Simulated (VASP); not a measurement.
Input of a VASP 6.6.1 run:

File INCAR:

```
  PREC = Accurate
  ENCUT = 520
  EDIFF = 1E-6
  ISMEAR = 0
  SIGMA = 0.1
  LREAL = F
  LASPH = T
  NELM = 100
  ALGO = Normal
  ISIF = 2
  LWAVE = F
  LCHARG = F
  GGA = PE
  NBANDS = 19
```

File KPOINTS:

```
Automatic mesh
0
Gamma
  6 6 4
```

File POSCAR:

```
Si4S
1.0
    4.0014376101      0.0000000000      0.0000000000
   -2.0007188050      3.4653466220      0.0000000000
    0.0000000000      0.0000000000      6.9095706969
Si S
4 1
Direct
    0.3333333333      0.6666666667      0.7049001644
    0.6666666667      0.3333333333      0.7049001644
    0.6666666667      0.3333333333      0.2950998356
    0.3333333333      0.6666666667      0.2950998356
    0.0000000000      0.0000000000      0.0000000000
```

Potentials or basis: VASP PAW PBE potentials, release 64 (Si, S).

Command:

```sh
$ cat potpaw_PBE.64/Si/POTCAR potpaw_PBE.64/S/POTCAR > POTCAR
$ mpirun -np 1 vasp_std > vasp.out
```

What does it give for the pressure?

-0.1 GPa.

Estimate the band gap on the k mesh.

zero (bands 11 and 12 overlap by 2.38 eV).

Forces on the atoms (eV/Å):
```
Si   0.000  0.000 -0.003
Si   0.000  0.000 -0.003
Si   0.000  0.000  0.003
Si   0.000  0.000  0.003
S    0.000  0.000  0.000
```
